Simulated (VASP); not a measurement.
# Ta (P6_3/mmc) in VASP: notebook

The runs below take Ta through single point, with PBEsol.

Everything below comes from runs of VASP 6.6.1. Logs are shortened: lines on timing, memory, paths and dates and some standing lists are left out, and cuts for length are marked.

### Step 1. The cell of the first run

Symmetry: P6_3/mmc, No. 194, hexagonal system. Conventional cell: a = 2.900 Å, b = 2.900 Å, c = 5.270 Å, α = 90.00°, β = 90.00°, γ = 120.00°. Within 3.8 Å of Ta (site symmetry -6m2) lie 12 Ta at 2.90 to 3.12 Å.

### Step 2. Single point, PBEsol (strain +0.0200 x Voigt [0, 0, 1, 0, 0, 0])

File INCAR:

```
SYSTEM = Ta
PREC     = Accurate       ! precision mode
ENCUT    = 520            ! plane-wave cutoff, eV
EDIFF    = 1E-7           ! SCF threshold, eV
ISMEAR   = 0              ! smearing method
SIGMA    = 0.15           ! smearing width, eV
LREAL    = .False.        ! projectors in reciprocal space
LASPH    = .True.         ! aspherical terms in the spheres
NELM     = 60             ! most SCF steps
ALGO     = Fast           ! electronic algorithm
ISIF     = 2              ! what is computed and relaxed
LWAVE    = .False.        ! write WAVECAR
LCHARG   = .False.        ! write CHGCAR
GGA      = PS             ! functional
NBANDS   = 18             ! bands
```

File KPOINTS:

```
Automatic mesh
0
Gamma
  18 18 10
  0 0 0
```

File POSCAR:

```
Ta
1.0
    2.9003720726      0.0000000000      0.0000000000
   -1.4501860363      2.5117958953      0.0000000000
    0.0000000000      0.0000000000      5.2695994800
Ta
2
Direct
    0.6666666667      0.3333333333      0.7500000000
    0.3333333333      0.6666666667      0.2500000000
```

Potentials or basis: VASP PAW PBE potentials, release 64 (Ta_pv).

The run is started by

```sh
$ cat potpaw_PBE.64/Ta_pv/POTCAR > POTCAR
$ mpirun -np 1 vasp_std > vasp.out
```

OUTCAR:

```text
SYSTEM = Ta
   PREC = Accurate
   ENCUT = 520
   EDIFF = 1E-7
   ISMEAR = 0
   LREAL = .False.
   LASPH = .True.
   NELM = 60
   ISIF = 2
   GGA = PS

 ion  position               nearest neighbor table
   1  0.667  0.333  0.750-   2 3.12   2 3.12   2 3.12   2 3.12   2 3.12   2 3.12
   2  0.333  0.667  0.250-   1 3.12   1 3.12   1 3.12   1 3.12   1 3.12   1 3.12

  LATTYP: Found a hexagonal cell.
 ALAT       =     2.9003720726
 C/A-ratio  =     1.8168701629

  Lattice vectors:

 A1 = (   2.9003720726,   0.0000000000,   0.0000000000)
 A2 = (  -1.4501860363,   2.5117958953,   0.0000000000)
 A3 = (   0.0000000000,   0.0000000000,   5.2695994800)

Analysis of symmetry for initial positions (statically):
=====================================================================
 Subroutine PRICEL returns:
 Original cell was already a primitive cell.

 Routine SETGRP: Setting up the symmetry group for a
 hexagonal supercell.

 Subroutine GETGRP returns: Found 24 space group operations
 (whereof 12 operations were pure point group operations)
 out of a pool of 24 trial point group operations.

The static configuration has the point symmetry D_3d.
 The point group associated with its full space group is D_6h.

Analysis of symmetry for dynamics (positions and initial velocities):
=====================================================================
 Subroutine PRICEL returns:
 Original cell was already a primitive cell.

 Routine SETGRP: Setting up the symmetry group for a
 hexagonal supercell.

 Subroutine GETGRP returns: Found 24 space group operations
 (whereof 12 operations were pure point group operations)
 out of a pool of 24 trial point group operations.

The dynamic configuration has the point symmetry D_3d.
 The point group associated with its full space group is D_6h.

 Subroutine INISYM returns: Found 24 space group operations
 (whereof 12 operations are pure point group operations),
 and found     1 'primitive' translations

----------------------------------------------------------------------------------------

                                     Primitive cell

  volume of cell :      38.3898

  direct lattice vectors                    reciprocal lattice vectors
     2.900372073  0.000000000  0.000000000     0.344783350  0.199060760  0.000000000
    -1.450186036  2.511795895  0.000000000     0.000000000  0.398121520  0.000000000
     0.000000000  0.000000000  5.269599480     0.000000000  0.000000000  0.189767743

  length of vectors
[... 78 lines left out ...]
   LSORBIT =      F    spin-orbit coupling
   LASPH  =      T    aspherical Exc in radial PAW
   ENCUT  =  520.0 eV  38.22 Ry    6.18 a.u.   5.39  5.39  9.80*2*pi/ulx,y,z
   NELM   =     60;   NELMIN=  2; NELMDL= -5     # of ELM steps
   EDIFF  = 0.1E-06   stopping-criterion for ELM
   LREAL  =      F    real-space projection
   EDIFFG = 0.1E-05   stopping-criterion for IOM
   NSW    =      0    number of steps for IOM
   IBRION =     -1    ionic relax: 0-MD 1-quasi-New 2-CG
   NFREE  =      0    steps in history (QN), initial steepest desc. (CG)
   ISIF   =      2    stress and relaxation
   ISYM   =      2    0-nonsym 1-usesym 2-fastsym
   POTIM  = 0.5000    time-step for ionic-motion
   TEBEG  =    0.0;   TEEND  =   0.0 temperature during run
   PSTRESS=    0.0 pullay stress
   NELECT =      22.0000    total number of electrons
   NUPDOWN=      -1.0000    fix difference up-down
   EMIN   =  10.00;   EMAX   =-10.00  energy-range for DOS
   EFERMI =   0.00;   METHOD = LEGACY
   ISMEAR =     0;   SIGMA  =   0.15  broadening in eV -4-tet -1-fermi 0-gaus
   EFERMI_NEDOS =   21; number of points for ismear=-14 and -15
   IALGO  =     68    algorithm
   IMIX   =      4    mixing-type and parameters
     AMIX     =   0.40;   BMIX     =  1.00
     AMIX_MAG =   1.60;   BMIX_MAG =  1.00
  volume/ion in A,a.u.               =      19.19       129.53
  Fermi-wavevector in a.u.,A,eV,Ry     =   1.359807  2.569662 25.158182  1.849074
  Thomas-Fermi vector in A             =   2.486523
   LORBIT       =      0    0 simple, 1 ext, 2 COOP (PROOUT), +10 PAW based schemes
   GGA     = PS    functional components
   LHFCALC =     F    Hartree Fock is set to
   AEXX    =    0.0000 exact exchange contribution
   IVDW    =     0    specifies the selected vdW correction
   LEPSILON=     F    determine dielectric tensor
   LRPA    =     F    only Hartree local field effects (RPA)
 non-spin polarized calculation
 RMM-DIIS sequential band-by-band and
 Gauss-broadening in eV      SIGMA  =   0.15
  energy-cutoff  :      520.00
  volume of cell :       38.39
 maximum number of plane-waves:      1076
 NGX is ok and might be reduce to    24
   NGX = 11   NGY = 11   NGZ = 19

 number of electron      21.9999997 magnetization

 Free energy of the ion-electron system (eV)
  ---------------------------------------------------
  ext. energy  EPLUGINS =         0.00000000
  ---------------------------------------------------
  free energy    TOTEN  =       -24.44914079 eV

  energy without entropy =      -24.41930824  energy(sigma->0) =      -24.43422451

 E-fermi :   5.2126     XC(G=0): -12.3890

 val. band max:        5.2050960011   @ k =   0.3333  -0.0000   0.2000
 cond. band min:       5.2161967836   @ k =   0.2778   0.1111   0.0000
 fundamental gap:      0.0111007825
 Fermi energy:         5.2126386749

 k-point     1 :       0.0000    0.0000    0.0000
  band No.  band energies     occupation
      1     -29.2818      2.00000
      2     -28.5660      2.00000
      3     -28.3818      2.00000
      4     -28.3818      2.00000
      5     -28.3137      2.00000
      6     -28.3137      2.00000
[... 481 lines left out ...]
      5     -28.6601      2.00000
      6     -28.5947      2.00000
[... 10 lines left out ...]
     17      12.5069      0.00000
     18      14.0323      0.00000

 [... further k-points ...]
[... 5 lines left out ...]
  --------------------------------------------------------------------------------------
  -------------------------------------------------------------------------------------
  Total       -2.1551493     -2.1551493     -2.9234521     -0.0000000     -0.0000000      0.0000000
  in kB      -89.9440163    -89.9440163   -122.0087267     -0.0000000     -0.0000000      0.0000000
  external PRESSURE =    -100.6322531 kB  Pullay stress =       0.0000000 kB

 VOLUME and BASIS-vectors are now :
 -----------------------------------------------------------------------------
  energy-cutoff  :      520.00
  volume of cell :       38.39
      direct lattice vectors                 reciprocal lattice vectors
     2.900372073  0.000000000  0.000000000     0.344783350  0.199060760  0.000000000
    -1.450186036  2.511795895  0.000000000     0.000000000  0.398121520  0.000000000
     0.000000000  0.000000000  5.269599480     0.000000000  0.000000000  0.189767743

 POSITION                                       TOTAL-FORCE (eV/Angst)
 -----------------------------------------------------------------------------------
      1.45019      0.83727      3.95220        -0.000000     -0.000000      0.000000
     -0.00000      1.67453      1.31740         0.000000      0.000000      0.000000
 -----------------------------------------------------------------------------------
    total drift:                               -0.000000      0.000000     -0.000000

  FREE ENERGIE OF THE ION-ELECTRON SYSTEM (eV)
  ---------------------------------------------------
  free  energy   TOTEN  =       -24.4491407863 eV

  energy  without entropy=      -24.4193082356  energy(sigma->0) =      -24.43422451
```

OSZICAR:

```text
N       E                     dE             d eps       ncg     rms          rms(c)
DAV:   1     0.167238292333E+03    0.16724E+03   -0.12796E+04  8016   0.126E+03
DAV:   2    -0.213864147772E+02   -0.18862E+03   -0.18555E+03  9798   0.354E+02
DAV:   3    -0.254748424907E+02   -0.40884E+01   -0.40256E+01  9578   0.490E+01
DAV:   4    -0.255062606156E+02   -0.31418E-01   -0.31353E-01  9156   0.445E+00
DAV:   5    -0.255064843409E+02   -0.22373E-03   -0.22371E-03  9098   0.361E-01    0.175E+01
RMM:   6    -0.246946194392E+02    0.81186E+00   -0.79766E-01  8101   0.652E+00    0.829E+00
RMM:   7    -0.244476829320E+02    0.24694E+00   -0.96614E-01  8926   0.657E+00    0.539E-01
RMM:   8    -0.244483139943E+02   -0.63106E-03   -0.52503E-02  9692   0.163E+00    0.486E-01
RMM:   9    -0.244496984365E+02   -0.13844E-02   -0.15313E-02  9869   0.739E-01    0.337E-01
RMM:  10    -0.244491180099E+02    0.58043E-03   -0.40171E-03  8665   0.470E-01    0.947E-02
RMM:  11    -0.244491310428E+02   -0.13033E-04   -0.39236E-04 10718   0.140E-01    0.173E-02
RMM:  12    -0.244491386665E+02   -0.76236E-05   -0.76332E-05 10769   0.609E-02    0.184E-02
RMM:  13    -0.244491403520E+02   -0.16856E-05   -0.10155E-05 10276   0.196E-02    0.384E-03
RMM:  14    -0.244491406429E+02   -0.29090E-06   -0.28558E-06 10015   0.100E-02    0.271E-03
RMM:  15    -0.244491408078E+02   -0.16488E-06   -0.69746E-07  8791   0.483E-03    0.152E-03
RMM:  16    -0.244491407863E+02    0.21510E-07   -0.12432E-07  5732   0.178E-03
   1 F= -.24449141E+02 E0= -.24434225E+02  d E =-.298326E-01
```

stdout:

```text
POSCAR found type information on POSCAR Ta
 POSCAR found :  1 types and       2 ions
 scaLAPACK will be used
 -----------------------------------------------------------------------------
|                                                                             |
|                                                                             |
|     You enforced a specific xc type in the INCAR file but a different       |
|     I HOPE YOU KNOW WHAT YOU ARE DOING!                                     |
|                                                                             |
 -----------------------------------------------------------------------------

 LDA part: xc-table for (Slater+PW92), standard interpolation
 POSCAR, INCAR and KPOINTS ok, starting setup
 FFT: planning ... GRIDC
 FFT: planning ... GRID_SOFT
 FFT: planning ... GRID
 WAVECAR not read
 entering main loop
WARNING in EDDRMM: call to ZHEGV failed, returncode =   6  3     17
```

It took 55 s on 1 thread of Intel Xeon 6975P-C (Granite Rapids), shared host; peak memory 0.25 GiB.

What came out:

| Property | Result |
| --- | --- |
| Free energy | -24.4491 eV |
| Pressure | -10.1 GPa |
| Band gap on the k mesh | zero (band 11 reaches 6.69 eV, above the bottom of band 12 at 4.50 eV) |

Stress tensor (GPa, compression positive):
```
 -8.99   0.00   0.00
  0.00  -8.99   0.00
  0.00   0.00 -12.20
```

Caveat: the cell differs from its parent crystal (strain +0.0200 x Voigt [0, 0, 1, 0, 0, 0]); the PAW data sets were made with another functional, which shifts forces and pressure a little; spin-orbit coupling is left out, which moves the levels of the heavy elements.

(Part 1 of 2 ends here.)
